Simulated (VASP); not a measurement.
# NdBi2S3 (P4/mmm) in VASP: further runs

Runs on NdBi2S3. Level: PBE. Tasks: single point.

Program: VASP 6.6.1. These are calculated values, not measurements. Logs are shortened: lines on timing, memory, paths and dates and some standing lists are left out, and cuts for length are marked.

### Step 1. The cell of the first run

Symmetry: P4/mmm, No. 123, tetragonal system. The conventional cell has a = 3.634 Å, b = 3.634 Å, c = 10.758 Å, α = 90.00°, β = 90.00°, γ = 90.00°. Within 3.9 Å of Nd (site symmetry 4/mmm) lie 8 S at 3.00 Å and 4 Nd at 3.63 Å and 2 Bi at 3.76 Å. Bi (site symmetry 4mm) has 8 S at 3.04 to 3.39 Å and 5 Bi at 3.24 to 3.63 Å and 1 Nd at 3.76 Å within 4.0 Å. Within 3.9 Å of S (site symmetry 4mm) lie 4 Nd at 3.00 Å and 6 S at 3.09 to 3.83 Å and 4 Bi at 3.39 Å. S (site symmetry 4/mmm) has 8 Bi at 3.04 Å and 6 S at 3.63 to 3.83 Å within 4.0 Å.

The cell was built from a structure type or drawn by symmetry, and may not be a known phase.

### Step 2. Single point, PBE

File INCAR:

```
PREC     = Accurate       # precision mode
ENCUT    = 500            # plane-wave cutoff, eV
EDIFF    = 1E-6           # SCF threshold, eV
ISMEAR   = 0              # smearing method
SIGMA    = 0.2            # smearing width, eV
LREAL    = F              # projectors in reciprocal space
LASPH    = T              # aspherical terms in the spheres
NELM     = 200            # most SCF steps
ALGO     = Normal         # electronic algorithm
ISIF     = 2              # what is computed and relaxed
LWAVE    = F              # write WAVECAR
LCHARG   = F              # write CHGCAR
GGA      = PE             # functional
NBANDS   = 38             # bands
GGA_COMPAT= F            
LMAXMIX  = 6              # l up to which the mixer works
```

File KPOINTS:

```
Automatic mesh
0
Gamma
  4 4 2
```

File POSCAR:

```
NdBi2S3
1.0
    3.6335081695      0.0000000000      0.0000000000
    0.0000000000      3.6335081695      0.0000000000
    0.0000000000      0.0000000000     10.7580360907
Nd Bi S
1 2 3
Direct
    0.0000000000      0.0000000000      0.0000000000
    0.0000000000      0.0000000000      0.3495370464
    0.0000000000      0.0000000000      0.6504629536
    0.5000000000      0.5000000000      0.1437660435
    0.5000000000      0.5000000000      0.5000000000
    0.5000000000      0.5000000000      0.8562339565
```

Potentials or basis: VASP PAW PBE potentials, release 64 (Nd_3, Bi_d, S), 4f in core.

Run with:

```sh
cat potpaw_PBE.64/Nd_3/POTCAR potpaw_PBE.64/Bi_d/POTCAR potpaw_PBE.64/S/POTCAR > POTCAR
mpirun -np 1 vasp_std > vasp.out
```

OUTCAR:

```text
PREC = Accurate
   ENCUT = 500
   EDIFF = 1E-6
   ISMEAR = 0
   LREAL = F
   LASPH = T
   NELM = 200
   ISIF = 2
   GGA = PE

 ion  position               nearest neighbor table
   1  0.000  0.000  0.000-   4 3.00   6 3.00   4 3.00   6 3.00   4 3.00   6 3.00   4 3.00   6 3.00
                             2 3.76   3 3.76
   2  0.000  0.000  0.350-   5 3.04   5 3.04   5 3.04   5 3.04   3 3.24   1 3.76
   3  0.000  0.000  0.650-   5 3.04   5 3.04   5 3.04   5 3.04   2 3.24   1 3.76
   4  0.500  0.500  0.144-   1 3.00   1 3.00   1 3.00   1 3.00
   5  0.500  0.500  0.500-   2 3.04   3 3.04   2 3.04   3 3.04   2 3.04   3 3.04   2 3.04   3 3.04

   6  0.500  0.500  0.856-   1 3.00   1 3.00   1 3.00   1 3.00

  LATTYP: Found a simple tetragonal cell.
 ALAT       =     3.6335081695
 C/A-ratio  =     2.9607848913

  Lattice vectors:

 A1 = (   3.6335081695,   0.0000000000,   0.0000000000)
 A2 = (   0.0000000000,   3.6335081695,   0.0000000000)
 A3 = (   0.0000000000,   0.0000000000,  10.7580360907)

Analysis of symmetry for initial positions (statically):
=====================================================================
 Subroutine PRICEL returns:
 Original cell was already a primitive cell.

 Routine SETGRP: Setting up the symmetry group for a
 simple tetragonal supercell.

 Subroutine GETGRP returns: Found 16 space group operations
 (whereof 16 operations were pure point group operations)
 out of a pool of 16 trial point group operations.

The static configuration has the point symmetry D_4h.

Analysis of symmetry for dynamics (positions and initial velocities):
=====================================================================
 Subroutine PRICEL returns:
 Original cell was already a primitive cell.

 Routine SETGRP: Setting up the symmetry group for a
 simple tetragonal supercell.

 Subroutine GETGRP returns: Found 16 space group operations
 (whereof 16 operations were pure point group operations)
 out of a pool of 16 trial point group operations.

The dynamic configuration has the point symmetry D_4h.

 Subroutine INISYM returns: Found 16 space group operations
 (whereof 16 operations are pure point group operations),
 and found     1 'primitive' translations

----------------------------------------------------------------------------------------

                                     Primitive cell

  volume of cell :     142.0317

  direct lattice vectors                    reciprocal lattice vectors
     3.633508170  0.000000000  0.000000000     0.275216114  0.000000000  0.000000000
     0.000000000  3.633508170  0.000000000     0.000000000  0.275216114  0.000000000
     0.000000000  0.000000000 10.758036091     0.000000000  0.000000000  0.092953769

  length of vectors
     3.633508170  3.633508170 10.758036091     0.275216114  0.275216114  0.092953769

  position of ions in fractional coordinates (direct lattice)
     0.000000000  0.000000000  0.000000000
     0.000000000  0.000000000  0.349537046
     0.000000000  0.000000000  0.650462954
     0.500000000  0.500000000  0.143766044
     0.500000000  0.500000000  0.500000000
     0.500000000  0.500000000  0.856233956

  ion indices of the primitive-cell ions
   primitive index   ion index
                 1           1
                 2           2
                 3           3
                 4           4
                 5           5
                 6           6

----------------------------------------------------------------------------------------

 KPOINTS: Automatic mesh

Automatic generation of k-mesh.
 Grid dimensions read from file:
 generate k-points for:    4    4    2

 Generating k-lattice:

  Cartesian coordinates                     Fractional coordinates (reciprocal lattice)
     0.068804029  0.000000000  0.000000000     0.250000000  0.000000000  0.000000000
     0.000000000  0.068804029  0.000000000     0.000000000  0.250000000  0.000000000
     0.000000000  0.000000000  0.046476884     0.000000000  0.000000000  0.500000000

  Length of vectors
     0.068804029  0.068804029  0.046476884

  Shift w.r.t. Gamma in fractional coordinates (k-lattice)
     0.000000000  0.000000000  0.000000000

 Subroutine IBZKPT returns following result:
 ===========================================

 Found     12 irreducible k-points:

 Following reciprocal coordinates:
            Coordinates               Weight
  0.000000  0.000000  0.000000      1.000000
  0.250000  0.000000  0.000000      4.000000
  0.500000  0.000000  0.000000      2.000000
  0.250000  0.250000  0.000000      4.000000
  0.500000  0.250000  0.000000      4.000000
  0.500000  0.500000  0.000000      1.000000
  0.000000  0.000000  0.500000      1.000000
  0.250000  0.000000  0.500000      4.000000
  0.500000  0.000000  0.500000      2.000000
  0.250000  0.250000  0.500000      4.000000
  0.500000  0.250000  0.500000      4.000000
  0.500000  0.500000  0.500000      1.000000
   k-points           NKPTS =     12   k-points in BZ     NKDIM =     12   number of bands    NBANDS=     38
   number of dos      NEDOS =    301   number of ions     NIONS =      6
   total plane-waves  NPLWV =  62720
   dimension x,y,z NGX =    28 NGY =   28 NGZ =   80
   dimension x,y,z NGXF=    56 NGYF=   56 NGZF=  160
   ions per type =               1   2   3
   NGX,Y,Z   is equivalent  to a cutoff of  12.81, 12.81, 12.36 a.u.
   NGXF,Y,Z  is equivalent  to a cutoff of  25.62, 25.62, 24.73 a.u.
 SYSTEM =  unknown system
   PREC   = accura    normal or accurate (medium, high low for compatibility)
   ISTART =      0    job   : 0-new  1-cont  2-samecut
   ICHARG =      2    charge: 1-file 2-atom 10-const
   ISPIN  =      1    spin polarized calculation?
   LNONCOLLINEAR =      F non collinear calculations
   LSORBIT =      F    spin-orbit coupling
   LASPH  =      T    aspherical Exc in radial PAW
   ENCUT  =  500.0 eV  36.75 Ry    6.06 a.u.   6.62  6.62 19.61*2*pi/ulx,y,z
   NELM   =    200;   NELMIN=  2; NELMDL= -5     # of ELM steps
   EDIFF  = 0.1E-05   stopping-criterion for ELM
   LREAL  =      F    real-space projection
   EDIFFG = 0.1E-04   stopping-criterion for IOM
   NSW    =      0    number of steps for IOM
   IBRION =     -1    ionic relax: 0-MD 1-quasi-New 2-CG
   NFREE  =      0    steps in history (QN), initial steepest desc. (CG)
   ISIF   =      2    stress and relaxation
   ISYM   =      2    0-nonsym 1-usesym 2-fastsym
   POTIM  = 0.5000    time-step for ionic-motion
   TEBEG  =    0.0;   TEEND  =   0.0 temperature during run
   PSTRESS=    0.0 pullay stress
   NELECT =      59.0000    total number of electrons
   NUPDOWN=      -1.0000    fix difference up-down
   EMIN   =  10.00;   EMAX   =-10.00  energy-range for DOS
   EFERMI =   0.00;   METHOD = LEGACY
   ISMEAR =     0;   SIGMA  =   0.20  broadening in eV -4-tet -1-fermi 0-gaus
   EFERMI_NEDOS =   21; number of points for ismear=-14 and -15
   IALGO  =     38    algorithm
   IMIX   =      4    mixing-type and parameters
     AMIX     =   0.40;   BMIX     =  1.00
     AMIX_MAG =   1.60;   BMIX_MAG =  1.00
  volume/ion in A,a.u.               =      23.67       159.75
  Fermi-wavevector in a.u.,A,eV,Ry     =   1.221510  2.308319 20.301076  1.492087
  Thomas-Fermi vector in A             =   2.356690
   LORBIT       =      0    0 simple, 1 ext, 2 COOP (PROOUT), +10 PAW based schemes
   GGA     = PE    functional components
   LHFCALC =     F    Hartree Fock is set to
   AEXX    =    0.0000 exact exchange contribution
   IVDW    =     0    specifies the selected vdW correction
   LEPSILON=     F    determine dielectric tensor
   LRPA    =     F    only Hartree local field effects (RPA)
 non-spin polarized calculation
 Gauss-broadening in eV      SIGMA  =   0.20
  energy-cutoff  :      500.00
  volume of cell :      142.03
 maximum number of plane-waves:      3631
 NGX is ok and might be reduce to    28
   NGX = 13   NGY = 13   NGZ = 39

 number of electron      58.9999996 magnetization

 Free energy of the ion-electron system (eV)
  ---------------------------------------------------
  ext. energy  EPLUGINS =         0.00000000
  ---------------------------------------------------
  free energy    TOTEN  =       -28.81089902 eV

  energy without entropy =      -28.75560334  energy(sigma->0) =      -28.78325118

 E-fermi :   6.7711     XC(G=0): -10.4259

 val. band max:        6.7275017818   @ k =   0.5000   0.2500   0.0000
 cond. band min:       6.8915425428   @ k =   0.5000   0.2500   0.5000
 fundamental gap:      0.1640407610
 Fermi energy:         6.7711157260

 k-point     1 :       0.0000    0.0000    0.0000
  band No.  band energies     occupation
      1     -31.1860      2.00000
      2     -16.5954      2.00000
      3     -16.5658      2.00000
      4     -16.5587      2.00000
      5     -16.4877      2.00000
      6     -16.4877      2.00000
[... 30 lines left out ...]
     37      10.7639      0.00000
     38      10.9488      0.00000

 k-point     2 :       0.2500    0.0000    0.0000
  band No.  band energies     occupation
      1     -31.1616      2.00000
      2     -16.5887      2.00000
      3     -16.5282      2.00000
      4     -16.5241      2.00000
      5     -16.5089      2.00000
      6     -16.4857      2.00000
[... 30 lines left out ...]
     37      10.9472      0.00000
     38      11.1758      0.00000

 k-point     3 :       0.5000    0.0000    0.0000
  band No.  band energies     occupation
      1     -31.1369      2.00000
      2     -16.5856      2.00000
      3     -16.5306      2.00000
      4     -16.5081      2.00000
      5     -16.4835      2.00000
      6     -16.4811      2.00000
[... 30 lines left out ...]
     37      10.5847      0.00000
     38      11.1683      0.00000

 k-point     4 :       0.2500    0.2500    0.0000
  band No.  band energies     occupation
      1     -31.1378      2.00000
      2     -16.5702      2.00000
      3     -16.5079      2.00000
      4     -16.5047      2.00000
      5     -16.4918      2.00000
      6     -16.4872      2.00000
[... 30 lines left out ...]
     37      10.5790      0.00000
     38      11.6667      0.00000

 k-point     5 :       0.5000    0.2500    0.0000
  band No.  band energies     occupation
      1     -31.1138      2.00000
      2     -16.5614      2.00000
      3     -16.5260      2.00000
      4     -16.5023      2.00000
      5     -16.5018      2.00000
      6     -16.4919      2.00000
[... 30 lines left out ...]
     37      11.4978      0.00000
     38      11.6070      0.00000

 k-point     6 :       0.5000    0.5000    0.0000
  band No.  band energies     occupation
      1     -31.0906      2.00000
      2     -16.5464      2.00000
      3     -16.5248      2.00000
      4     -16.5198      2.00000
      5     -16.5198      2.00000
      6     -16.5098      2.00000
[... 30 lines left out ...]
     37      11.8148      0.00000
     38      11.8148      0.00000

 k-point     7 :       0.0000    0.0000    0.5000
  band No.  band energies     occupation
      1     -31.1860      2.00000
      2     -16.5959      2.00000
      3     -16.5658      2.00000
      4     -16.5587      2.00000
      5     -16.4877      2.00000
      6     -16.4877      2.00000
[... 30 lines left out ...]
     37      10.7228      0.00000
     38      10.9488      0.00000

 k-point     8 :       0.2500    0.0000    0.5000
  band No.  band energies     occupation
      1     -31.1616      2.00000
      2     -16.5892      2.00000
      3     -16.5282      2.00000
      4     -16.5242      2.00000
      5     -16.5088      2.00000
      6     -16.4857      2.00000
[... 30 lines left out ...]
     37      10.8573      0.00000
     38      10.9568      0.00000

 k-point     9 :       0.5000    0.0000    0.5000
  band No.  band energies     occupation
      1     -31.1369      2.00000
      2     -16.5860      2.00000
      3     -16.5305      2.00000
      4     -16.5080      2.00000
      5     -16.4835      2.00000
      6     -16.4811      2.00000
[... 30 lines left out ...]
     37      10.1620      0.00000
     38      11.1521      0.00000

 k-point    10 :       0.2500    0.2500    0.5000
  band No.  band energies     occupation
      1     -31.1378      2.00000
      2     -16.5707      2.00000
      3     -16.5079      2.00000
      4     -16.5047      2.00000
      5     -16.4918      2.00000
      6     -16.4872      2.00000
[... 30 lines left out ...]
     37      10.6295      0.00000
     38      11.9110      0.00000

 k-point    11 :       0.5000    0.2500    0.5000
  band No.  band energies     occupation
      1     -31.1138      2.00000
      2     -16.5619      2.00000
      3     -16.5260      2.00000
      4     -16.5023      2.00000
      5     -16.5018      2.00000
      6     -16.4919      2.00000
[... 30 lines left out ...]
     37      11.3815      0.00000
     38      11.4081      0.00000

 k-point    12 :       0.5000    0.5000    0.5000
  band No.  band energies     occupation
      1     -31.0906      2.00000
      2     -16.5469      2.00000
      3     -16.5248      2.00000
      4     -16.5198      2.00000
      5     -16.5198      2.00000
      6     -16.5098      2.00000
[... 30 lines left out ...]
     37      12.2137      0.00000
     38      12.2137      0.00000

------------------------ aborting loop because EDIFF is reached ----------------------------------------

  FORCE on cell =-STRESS in cart. coord.  units (eV):
  Direction    XX          YY          ZZ          XY          YZ          ZX
  --------------------------------------------------------------------------------------
  -------------------------------------------------------------------------------------
  Total       -0.3952660     -0.3952660     -0.3668675      0.0000000      0.0000000     -0.0000000
  in kB       -4.4587665     -4.4587665     -4.1384202      0.0000000      0.0000000     -0.0000000
  external PRESSURE =      -4.3519844 kB  Pullay stress =       0.0000000 kB

 VOLUME and BASIS-vectors are now :
 -----------------------------------------------------------------------------
  energy-cutoff  :      500.00
  volume of cell :      142.03
      direct lattice vectors                 reciprocal lattice vectors
     3.633508170  0.000000000  0.000000000     0.275216114  0.000000000  0.000000000
     0.000000000  3.633508170  0.000000000     0.000000000  0.275216114  0.000000000
     0.000000000  0.000000000 10.758036091     0.000000000  0.000000000  0.092953769

 POSITION                                       TOTAL-FORCE (eV/Angst)
 -----------------------------------------------------------------------------------
      0.00000      0.00000      0.00000         0.000000     -0.000000     -0.000000
      0.00000      0.00000      3.76033        -0.000000     -0.000000      0.059950
      0.00000      0.00000      6.99770         0.000000     -0.000000     -0.059950
      1.81675      1.81675      1.54664         0.000000      0.000000     -0.001551
      1.81675      1.81675      5.37902         0.000000     -0.000000     -0.000000
      1.81675      1.81675      9.21140         0.000000     -0.000000      0.001551
 -----------------------------------------------------------------------------------
    total drift:                               -0.000000      0.000000      0.000000

  FREE ENERGIE OF THE ION-ELECTRON SYSTEM (eV)
  ---------------------------------------------------
  free  energy   TOTEN  =       -28.8108990207 eV

  energy  without entropy=      -28.7556033401  energy(sigma->0) =      -28.78325118
```

Wall time 44 s (1 thread of Intel Xeon Platinum 8488C (Sapphire Rapids), shared host); peak memory 0.26 GiB.

What came out:

| Quantity | Value |
| --- | --- |
| Free energy | -28.8109 eV |
| Pressure | -0.4 GPa |
| Largest force | 0.060 eV/Å |
| Band gap on the k mesh | zero (an odd number of electrons rules out a gap without spin polarisation) |

Forces in eV/Å, atoms in the order of the input:
```
Nd   0.000  0.000  0.000
Bi   0.000  0.000  0.060
Bi   0.000  0.000 -0.060
S    0.000  0.000 -0.002
S    0.000  0.000  0.000
S    0.000  0.000  0.002
```

Caveat: the k points lie up to 0.43 Å⁻¹ apart, too coarse for converged energies and pressures of a metal; spin-orbit coupling is left out, which moves the levels of the heavy elements; the 4f electrons are frozen in the core, so they carry no moment and show no levels; the run has no spin polarisation, though such a crystal can be magnetic.

### Step 3. Single point, PBE

File INCAR:

```
PREC = Accurate
ENCUT = 500
EDIFF = 1E-6
ISMEAR = 0
SIGMA = 0.1
LREAL = False
LASPH = True
NELM = 200
ALGO = Normal
ISIF = 2
LWAVE = False
LCHARG = False
GGA = PE
NBANDS = 38
GGA_COMPAT = False
LMAXMIX = 6
```

File KPOINTS:

```
regular mesh
0
Gamma
  6 6 2
```

POSCAR is that of step 2.

Potentials or basis: VASP PAW PBE potentials, release 64 (Nd_3, Bi_d, S), 4f in core.

Run with:

```sh
cat potpaw_PBE.64/Nd_3/POTCAR potpaw_PBE.64/Bi_d/POTCAR potpaw_PBE.64/S/POTCAR > POTCAR
mpirun -np 1 vasp_std > vasp.out
```

Wall time 74 s (1 thread of Intel Xeon Platinum 8488C (Sapphire Rapids), shared host); peak memory 0.29 GiB.

Results (log left out):

```
Free energy            : -28.7143 eV
Pressure               : 0.1 GPa
Largest force          : 0.144 eV/Å
Band gap on the k mesh : zero (an odd number of electrons rules out a gap without spin polarisation)
```

Forces in eV/Å, atoms in the order of the input:
```
Nd   0.000  0.000  0.000
Bi   0.000  0.000  0.144
Bi   0.000  0.000 -0.144
S    0.000  0.000 -0.031
S    0.000  0.000  0.000
S    0.000  0.000  0.031
```

Stress tensor (GPa, compression positive):
```
-0.08  0.00  0.00
 0.00 -0.08  0.00
 0.00  0.00  0.48
```

Levels at points of the mesh, in eV from the Fermi level:
```csv
k point,band 27,band 28,band 29,band 30,band 31,band 32
"(0.00, 0.00, 0.00)",-1.60,-1.29,-1.24,-0.70,1.65,1.93
"(0.50, 0.00, 0.00)",-1.51,-1.11,-0.95,0.03,1.38,1.55
"(0.50, 0.50, 0.00)",-3.27,-2.26,-1.97,-1.97,-0.83,1.09
"(0.00, 0.00, 0.50)",-1.71,-1.71,-0.70,0.17,1.41,1.96
"(0.50, 0.00, 0.50)",-2.15,-1.10,-0.32,-0.29,1.30,1.45
"(0.50, 0.50, 0.50)",-2.85,-1.95,-1.61,-1.61,-1.16,0.25
```

Caveat: spin-orbit coupling is left out, which moves the levels of the heavy elements; the 4f electrons are frozen in the core, so they carry no moment and show no levels; the run has no spin polarisation, though such a crystal can be magnetic. Spin polarisation is off, so any magnetic state and its effect on volume and gap are missing.
